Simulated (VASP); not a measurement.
# InAs (Fm-3m) in VASP: settings compared

InAs is run at these levels: LDA, PBEsol; tasks: single point.

Everything below comes from runs of VASP 6.6.1. Logs are shortened: lines on timing, memory, paths and dates and some standing lists are left out, and cuts for length are marked.

### 1 The cell of the first run

The structure is cubic, space group Fm-3m (No. 225). Conventional cell: a = 5.755 Å, b = 5.755 Å, c = 5.755 Å, α = 90.00°, β = 90.00°, γ = 90.00°. Within 3.8 Å of In (site symmetry m-3m) lie 6 As at 2.88 Å. Within 3.8 Å of As (site symmetry m-3m) lie 6 In at 2.88 Å.

### 2 Single point, LDA

Contents of INCAR:

```
  PREC = Accurate
  ENCUT = 520
  EDIFF = 1E-6
  ISMEAR = 0
  SIGMA = 0.05
  LREAL = F
  LASPH = T
  NELM = 100
  ALGO = Normal
  ISIF = 2
  LWAVE = F
  LCHARG = F
  NBANDS = 16
```

Contents of KPOINTS:

```
Automatic mesh
0
Gamma
  8 8 8
```

Contents of POSCAR:

```
InAs
1.0
    0.0000000000      2.8773040000      2.8773040000
    2.8773040000      0.0000000000      2.8773040000
    2.8773040000      2.8773040000      0.0000000000
In As
1 1
Direct
    0.5000000000      0.5000000000      0.5000000000
    0.0000000000      0.0000000000      0.0000000000
```

Potentials or basis: VASP PAW LDA potentials, release 64 (In_d, As).

On the command line:

```bash
> cat potpaw_LDA.64/In_d/POTCAR potpaw_LDA.64/As/POTCAR > POTCAR
> mpirun -np 1 vasp_std > vasp.out
```

OUTCAR:

```text
PREC = Accurate
   ENCUT = 520
   EDIFF = 1E-6
   ISMEAR = 0
   LREAL = F
   LASPH = T
   NELM = 100
   ISIF = 2

 ion  position               nearest neighbor table
   1  0.500  0.500  0.500-   2 2.88   2 2.88   2 2.88   2 2.88   2 2.88   2 2.88
   2  0.000  0.000  0.000-   1 2.88   1 2.88   1 2.88   1 2.88   1 2.88   1 2.88

  LATTYP: Found a face centered cubic cell.
 ALAT       =     5.7546080000

  Lattice vectors:

 A1 = (   0.0000000000,   2.8773040000,   2.8773040000)
 A2 = (   2.8773040000,   0.0000000000,   2.8773040000)
 A3 = (   2.8773040000,   2.8773040000,   0.0000000000)

Analysis of symmetry for initial positions (statically):
=====================================================================
 Subroutine PRICEL returns:
 Original cell was already a primitive cell.

 Routine SETGRP: Setting up the symmetry group for a
 face centered cubic supercell.

 Subroutine GETGRP returns: Found 48 space group operations
 (whereof 48 operations were pure point group operations)
 out of a pool of 48 trial point group operations.

The static configuration has the point symmetry O_h .

Analysis of symmetry for dynamics (positions and initial velocities):
=====================================================================
 Subroutine PRICEL returns:
 Original cell was already a primitive cell.

 Routine SETGRP: Setting up the symmetry group for a
 face centered cubic supercell.

 Subroutine GETGRP returns: Found 48 space group operations
 (whereof 48 operations were pure point group operations)
 out of a pool of 48 trial point group operations.

The dynamic configuration has the point symmetry O_h .

 Subroutine INISYM returns: Found 48 space group operations
 (whereof 48 operations are pure point group operations),
 and found     1 'primitive' translations

----------------------------------------------------------------------------------------

                                     Primitive cell

  volume of cell :      47.6417

  direct lattice vectors                    reciprocal lattice vectors
     0.000000000  2.877304000  2.877304000    -0.173773783  0.173773783  0.173773783
     2.877304000  0.000000000  2.877304000     0.173773783 -0.173773783  0.173773783
     2.877304000  2.877304000  0.000000000     0.173773783  0.173773783 -0.173773783

  length of vectors
     4.069122340  4.069122340  4.069122340     0.300985021  0.300985021  0.300985021

  position of ions in fractional coordinates (direct lattice)
     0.500000000  0.500000000  0.500000000
     0.000000000  0.000000000  0.000000000

  ion indices of the primitive-cell ions
   primitive index   ion index
                 1           1
                 2           2

----------------------------------------------------------------------------------------

 KPOINTS: Automatic mesh

Automatic generation of k-mesh.
 Grid dimensions read from file:
 generate k-points for:    8    8    8

 Generating k-lattice:

  Cartesian coordinates                     Fractional coordinates (reciprocal lattice)
    -0.021721723  0.021721723  0.021721723     0.125000000  0.000000000  0.000000000
     0.021721723 -0.021721723  0.021721723     0.000000000  0.125000000  0.000000000
     0.021721723  0.021721723 -0.021721723     0.000000000  0.000000000  0.125000000

  Length of vectors
     0.037623128  0.037623128  0.037623128

  Shift w.r.t. Gamma in fractional coordinates (k-lattice)
     0.000000000  0.000000000  0.000000000

 Subroutine IBZKPT returns following result:
 ===========================================

 Found     29 irreducible k-points:

 Following reciprocal coordinates:
            Coordinates               Weight
  0.000000  0.000000  0.000000      1.000000
  0.125000  0.000000  0.000000      8.000000
  0.250000  0.000000  0.000000      8.000000
  0.375000  0.000000  0.000000      8.000000
  0.500000  0.000000  0.000000      4.000000
  0.125000  0.125000  0.000000      6.000000
[... 16 lines left out ...]
  0.500000  0.250000  0.125000     48.000000
 -0.375000  0.250000  0.125000     24.000000
 [... further k-points ...]
   k-points           NKPTS =     29   k-points in BZ     NKDIM =     29   number of bands    NBANDS=     16
   number of dos      NEDOS =    301   number of ions     NIONS =      2
   total plane-waves  NPLWV =  27000
   dimension x,y,z NGX =    30 NGY =   30 NGZ =   30
   dimension x,y,z NGXF=    60 NGYF=   60 NGZF=   60
   ions per type =               1   1
   NGX,Y,Z   is equivalent  to a cutoff of  12.26, 12.26, 12.26 a.u.
   NGXF,Y,Z  is equivalent  to a cutoff of  24.51, 24.51, 24.51 a.u.
 SYSTEM =  unknown system
   PREC   = accura    normal or accurate (medium, high low for compatibility)
   ISTART =      0    job   : 0-new  1-cont  2-samecut
   ICHARG =      2    charge: 1-file 2-atom 10-const
   ISPIN  =      1    spin polarized calculation?
   LNONCOLLINEAR =      F non collinear calculations
   LSORBIT =      F    spin-orbit coupling
   LASPH  =      T    aspherical Exc in radial PAW
   ENCUT  =  520.0 eV  38.22 Ry    6.18 a.u.   7.57  7.57  7.57*2*pi/ulx,y,z
   NELM   =    100;   NELMIN=  2; NELMDL= -5     # of ELM steps
   EDIFF  = 0.1E-05   stopping-criterion for ELM
   LREAL  =      F    real-space projection
   EDIFFG = 0.1E-04   stopping-criterion for IOM
   NSW    =      0    number of steps for IOM
   IBRION =     -1    ionic relax: 0-MD 1-quasi-New 2-CG
   NFREE  =      0    steps in history (QN), initial steepest desc. (CG)
   ISIF   =      2    stress and relaxation
   ISYM   =      2    0-nonsym 1-usesym 2-fastsym
   POTIM  = 0.5000    time-step for ionic-motion
   TEBEG  =    0.0;   TEEND  =   0.0 temperature during run
   PSTRESS=    0.0 pullay stress
   NELECT =      18.0000    total number of electrons
   NUPDOWN=      -1.0000    fix difference up-down
   EMIN   =  10.00;   EMAX   =-10.00  energy-range for DOS
   EFERMI =   0.00;   METHOD = LEGACY
   ISMEAR =     0;   SIGMA  =   0.05  broadening in eV -4-tet -1-fermi 0-gaus
   EFERMI_NEDOS =   21; number of points for ismear=-14 and -15
   IALGO  =     38    algorithm
   IMIX   =      4    mixing-type and parameters
     AMIX     =   0.40;   BMIX     =  1.00
     AMIX_MAG =   1.60;   BMIX_MAG =  1.00
  volume/ion in A,a.u.               =      23.82       160.75
  Fermi-wavevector in a.u.,A,eV,Ry     =   1.183505  2.236499 19.057448  1.400683
  Thomas-Fermi vector in A             =   2.319738
   LORBIT       =      0    0 simple, 1 ext, 2 COOP (PROOUT), +10 PAW based schemes
   GGA     = CA    functional components
   LHFCALC =     F    Hartree Fock is set to
   AEXX    =    0.0000 exact exchange contribution
   IVDW    =     0    specifies the selected vdW correction
   LEPSILON=     F    determine dielectric tensor
   LRPA    =     F    only Hartree local field effects (RPA)
 non-spin polarized calculation
 Gauss-broadening in eV      SIGMA  =   0.05
  energy-cutoff  :      520.00
  volume of cell :       47.64
 maximum number of plane-waves:      1303
   NGX = 15   NGY = 15   NGZ = 15

 number of electron      18.0000002 magnetization

 Free energy of the ion-electron system (eV)
  ---------------------------------------------------
  ext. energy  EPLUGINS =         0.00000000
  ---------------------------------------------------
  free energy    TOTEN  =        -8.69986050 eV

  energy without entropy =       -8.69913094  energy(sigma->0) =       -8.69949572

 E-fermi :   5.7615     XC(G=0): -10.3371

 val. band max:        5.6871239638   @ k =  -0.2500   0.2500   0.0000
 cond. band min:       5.8081471865   @ k =  -0.3750   0.1250   0.0000
 fundamental gap:      0.1210232227
 Fermi energy:         5.7615287915

 k-point     1 :       0.0000    0.0000    0.0000
  band No.  band energies     occupation
      1      -8.4659      2.00000
      2      -8.4659      2.00000
      3      -8.4416      2.00000
      4      -8.4416      2.00000
      5      -8.4416      2.00000
      6      -6.3720      2.00000
[... 8 lines left out ...]
     15      13.1233      0.00000
     16      13.1233      0.00000

 k-point     2 :       0.1250    0.0000    0.0000
  band No.  band energies     occupation
      1      -8.4721      2.00000
      2      -8.4721      2.00000
      3      -8.4419      2.00000
      4      -8.4347      2.00000
      5      -8.4347      2.00000
      6      -6.2047      2.00000
[... 8 lines left out ...]
     15      13.4909      0.00000
     16      13.4909      0.00000

 k-point     3 :       0.2500    0.0000    0.0000
  band No.  band energies     occupation
      1      -8.4897      2.00000
      2      -8.4897      2.00000
      3      -8.4437      2.00000
      4      -8.4151      2.00000
      5      -8.4151      2.00000
      6      -5.7304      2.00000
[... 8 lines left out ...]
     15      14.5289      0.00000
     16      14.5289      0.00000

 k-point     4 :       0.3750    0.0000    0.0000
  band No.  band energies     occupation
      1      -8.5081      2.00000
      2      -8.5081      2.00000
      3      -8.4465      2.00000
      4      -8.3945      2.00000
      5      -8.3945      2.00000
      6      -5.0849      2.00000
[... 8 lines left out ...]
     15      16.1259      0.00000
     16      16.1259      0.00000
[... 324 lines left out ...]
 k-point    22 :       0.3750    0.2500    0.1250
  band No.  band energies     occupation
      1      -8.5558      2.00000
      2      -8.4719      2.00000
      3      -8.4496      2.00000
      4      -8.4043      2.00000
      5      -8.4019      2.00000
      6      -5.2754      2.00000
[... 8 lines left out ...]
     15      16.1755      0.00000
     16      17.2783      0.00000

 k-point    23 :       0.5000    0.2500    0.1250
  band No.  band energies     occupation
      1      -8.5820      2.00000
      2      -8.4862      2.00000
      3      -8.4402      2.00000
      4      -8.4033      2.00000
      5      -8.3865      2.00000
      6      -4.6506      2.00000
[... 8 lines left out ...]
     15      16.7796      0.00000
     16      17.6135      0.00000

 k-point    24 :      -0.3750    0.2500    0.1250
  band No.  band energies     occupation
      1      -8.5909      2.00000
      2      -8.4935      2.00000
      3      -8.4315      2.00000
      4      -8.4085      2.00000
      5      -8.3793      2.00000
      6      -4.3075      2.00000
[... 8 lines left out ...]
     15      15.4057      0.00000
     16      18.5746      0.00000

 [... further k-points ...]
[... 5 lines left out ...]
  --------------------------------------------------------------------------------------
  -------------------------------------------------------------------------------------
  Total       -1.4723518     -1.4723518     -1.4723518      0.0000000      0.0000000     -0.0000000
  in kB      -49.5147875    -49.5147875    -49.5147875      0.0000000      0.0000000     -0.0000000
  external PRESSURE =     -49.5147875 kB  Pullay stress =       0.0000000 kB

 VOLUME and BASIS-vectors are now :
 -----------------------------------------------------------------------------
  energy-cutoff  :      520.00
  volume of cell :       47.64
      direct lattice vectors                 reciprocal lattice vectors
     0.000000000  2.877304000  2.877304000    -0.173773783  0.173773783  0.173773783
     2.877304000  0.000000000  2.877304000     0.173773783 -0.173773783  0.173773783
     2.877304000  2.877304000  0.000000000     0.173773783  0.173773783 -0.173773783

 POSITION                                       TOTAL-FORCE (eV/Angst)
 -----------------------------------------------------------------------------------
      2.87730      2.87730      2.87730        -0.000000     -0.000000     -0.000000
      0.00000      0.00000      0.00000         0.000000      0.000000      0.000000
 -----------------------------------------------------------------------------------
    total drift:                                0.000000      0.000000      0.000000

  FREE ENERGIE OF THE ION-ELECTRON SYSTEM (eV)
  ---------------------------------------------------
  free  energy   TOTEN  =        -8.6998604979 eV

  energy  without entropy=       -8.6991309440  energy(sigma->0) =       -8.69949572
```

Run time: 26 s. Hardware: 1 thread of Intel Xeon Platinum 8259CL at 2.50GHz (Skylake/Cascade Lake), shared host; peak memory 0.16 GiB.

What came out:

| Item | Value |
| --- | --- |
| Free energy | -8.6999 eV |
| Pressure | -5.0 GPa |
| Band gap on the k mesh | zero (band 9 reaches 6.11 eV, above the bottom of band 10 at 3.52 eV) |

Levels at points of the mesh, in eV from the Fermi level:
| k point | band 7 | band 8 | band 9 | band 10 | band 11 | band 12 |
| --- | --- | --- | --- | --- | --- | --- |
| (0.00, 0.00, 0.00) | -0.83 | -0.22 | -0.22 | -0.22 | 7.22 | 7.22 |
| (0.50, 0.00, 0.00) | -6.55 | 0.19 | 0.19 | 2.05 | 3.22 | 3.22 |
| (0.50, 0.50, 0.00) | -4.70 | -3.05 | -2.24 | -2.24 | 3.90 | 9.04 |

Caveat: spin-orbit coupling is left out, which moves the levels of the heavy elements.

### 3 Single point, PBEsol

Contents of INCAR:

```
SYSTEM = InAs
PREC     = Accurate       ! precision mode
ENCUT    = 520            ! plane-wave cutoff, eV
EDIFF    = 1E-6           ! SCF threshold, eV
ISMEAR   = 0              ! smearing method
SIGMA    = 0.05           ! smearing width, eV
LREAL    = .FALSE.        ! projectors in reciprocal space
LASPH    = .TRUE.         ! aspherical terms in the spheres
NELM     = 60             ! most SCF steps
ALGO     = Normal         ! electronic algorithm
ISIF     = 2              ! what is computed and relaxed
LWAVE    = .FALSE.        ! write WAVECAR
LCHARG   = .FALSE.        ! write CHGCAR
GGA      = PS             ! functional
NBANDS   = 16             ! bands
```

Contents of KPOINTS:

```
regular mesh
0
G
  8 8 8
  0 0 0
```

POSCAR is that of step 2.

Potentials or basis: VASP PAW PBE potentials, release 64 (In_d, As).

On the command line:

```bash
> cat potpaw_PBE.64/In_d/POTCAR potpaw_PBE.64/As/POTCAR > POTCAR
> mpirun -np 1 vasp_std > vasp.out
```

Wall time 23 s (1 thread of Intel Xeon Platinum 8259CL at 2.50GHz (Skylake/Cascade Lake), shared host); peak memory 0.17 GiB.

It converged, with:

```
Free energy            : -8.1841 eV
Pressure               : -3.2 GPa
Band gap on the k mesh : zero (band 9 reaches 6.12 eV, above the bottom of band 10 at 3.53 eV)
```

Levels at points of the mesh, in eV from the Fermi level:
| k point | band 5 | band 6 | band 7 | band 8 | band 9 | band 10 | band 11 | band 12 | band 13 | band 14 |
| --- | --- | --- | --- | --- | --- | --- | --- | --- | --- | --- |
| (0.00, 0.00, 0.00) | -14.18 | -12.12 | -0.71 | -0.20 | -0.20 | -0.20 | 7.15 | 7.15 | 7.15 | 7.45 |
| (0.50, 0.00, 0.00) | -14.12 | -10.45 | -6.53 | 0.19 | 0.19 | 2.06 | 3.24 | 3.24 | 4.37 | 10.54 |
| (0.50, 0.50, 0.00) | -14.10 | -9.56 | -4.73 | -2.96 | -2.24 | -2.24 | 3.81 | 9.15 | 9.15 | 9.95 |

Caveat: the PAW data sets were made with another functional, which shifts forces and pressure a little; spin-orbit coupling is left out, which moves the levels of the heavy elements.

### 4 Single point, LDA

Contents of INCAR:

```
PREC = Accurate ; ENCUT = 520
EDIFF = 1E-6 ; ISMEAR = 0
SIGMA = 0.02 ; LREAL = F
LASPH = T ; NELM = 80
ALGO = Normal ; ISIF = 2
LWAVE = F ; LCHARG = F
GGA = CA ; NBANDS = 16
```

Contents of KPOINTS:

```
regular mesh
0
Gamma
  8 8 8
```

POSCAR is that of step 3.

Potentials or basis: VASP PAW LDA potentials, release 64 (In_d, As).

On the command line:

```bash
> cat potpaw_LDA.64/In_d/POTCAR potpaw_LDA.64/As/POTCAR > POTCAR
> mpirun -np 1 vasp_std > vasp.out
```

It took 28 s on 1 thread of Intel Xeon Platinum 8259CL at 2.50GHz (Skylake/Cascade Lake), shared host; peak memory 0.15 GiB.

It converged, with:

* Free energy: -8.6995 eV
* Pressure: -5.0 GPa
* Band gap on the k mesh: zero (band 9 reaches 6.11 eV, above the bottom of band 10 at 3.52 eV)

Levels at points of the mesh, in eV from the Fermi level:
| k point | band 7 | band 8 | band 9 | band 10 | band 11 | band 12 |
| --- | --- | --- | --- | --- | --- | --- |
| (0.00, 0.00, 0.00) | -0.86 | -0.24 | -0.24 | -0.24 | 7.20 | 7.20 |
| (0.50, 0.00, 0.00) | -6.58 | 0.16 | 0.16 | 2.02 | 3.19 | 3.19 |
| (0.50, 0.50, 0.00) | -4.73 | -3.08 | -2.26 | -2.26 | 3.87 | 9.02 |

Caveat: spin-orbit coupling is left out, which moves the levels of the heavy elements.

### 5 The runs side by side

| level | potentials or basis | smearing | gap on the mesh (eV) | pressure (GPa) |
| --- | --- | --- | --- | --- |
| LDA | VASP PAW LDA potentials, release 64 (In_d, As) | gaussian 0.05 eV | none | -5.0 |
| PBEsol | VASP PAW PBE potentials, release 64 (In_d, As) | gaussian 0.05 eV | none | -3.2 |
| LDA | VASP PAW LDA potentials, release 64 (In_d, As) | gaussian 0.02 eV | none | -5.0 |

Alike in all rows: task single point; no spin polarisation; cell as given; k mesh 8 × 8 × 8; cutoff (eV) 520.

Caveats: spin-orbit coupling is left out, which moves the levels of the heavy elements; the PAW data sets were made with another functional, which shifts forces and pressure a little (some runs).

Total energies depend on the potentials used, so only differences within one code and one set of settings carry meaning.
